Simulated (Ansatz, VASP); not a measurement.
## Two plane-wave programs on SnTe

The input POSCAR:

```
SnTe
1.0
    0.0000000000      3.6111460000      3.6111460000
    3.6111460000      0.0000000000      3.6111460000
    3.6111460000      3.6111460000      0.0000000000
Sn Te
1 1
Direct
    0.0000000000      0.0000000000      0.0000000000
    0.7500000000      0.7500000000      0.7500000000
```

File INCAR.step1:

```
ALGO = Normal ; EDIFF = 1E-4
ENCUT = 520 ; GGA = PE
ISMEAR = -1 ; LASPH = T
LCHARG = F ; LREAL = F
LWAVE = T ; NBANDS = 17
NELM = 60 ; PREC = Accurate
SIGMA = 0.05
```

File INCAR.step2:

```
ALGO = Normal ; EDIFF = 1E-6
ENCUT = 520 ; ISIF = 2
ISMEAR = -1 ; ISTART = 1
IVDW = 13 ; LASPH = T
LCHARG = F ; LMIXTAU = T
LREAL = F ; LWAVE = F
METAGGA = R2SCAN ; NBANDS = 17
NELM = 60 ; PREC = Accurate
SIGMA = 0.05 ; VDW_A1 = 0.51559235
VDW_A2 = 5.77342911 ; VDW_S6 = 1.0
VDW_S8 = 0.6018749
```

Contents of KPOINTS:

```
k-points
0
Gamma
  5 5 5
```

Input for Ansatz:

```yaml
crystal:
  lattice:
    - [0.0, 3.611146, 3.611146]
    - [3.611146, 0.0, 3.611146]
    - [3.611146, 3.611146, 0.0]
  atoms:
    - { symbol: Sn, position: [0.0, 0.0, 0.0] }
    - { symbol: Te, position: [0.75, 0.75, 0.75] }
accuracy: low
basis:
  ecutwfc: 761.918814887664
kpoints:
  mp_grid:
    grid: [5, 5, 5]
hamiltonian:
  xc: r2scan
  dispersion: d4
scf:
  convergence:
    dr2_threshold: 1.0e-07
  occupations:
    method: fermi_dirac
    width: 0.05
output:
  stress: true
```

Alike in both runs: task single point; functional r2SCAN; dispersion D4; k mesh 5 × 5 × 5; occupations fermi-dirac, width 0.05 eV; no spin polarisation.

```csv
,VASP,Ansatz
version,VASP 6.6.1,Ansatz 0.2.0
potentials or method,"VASP PAW PBE potentials, release 64 (Sn_d, Te), cutoff 520 eV","plane waves, PAW"
valence electrons in the cell,20,30
```

```tsv
	VASP	Ansatz	Ansatz less VASP
pressure (GPa)	-0.9	-0.9	+0.01
```

VASP's potentials were made for PBE, not for r2SCAN. VASP's potentials hold 20 valence electrons a cell and Ansatz's 30, so a difference there can come from the potentials and not from the codes. Ansatz's warnings: stress scf threshold loose.

Spin-orbit coupling is off throughout.
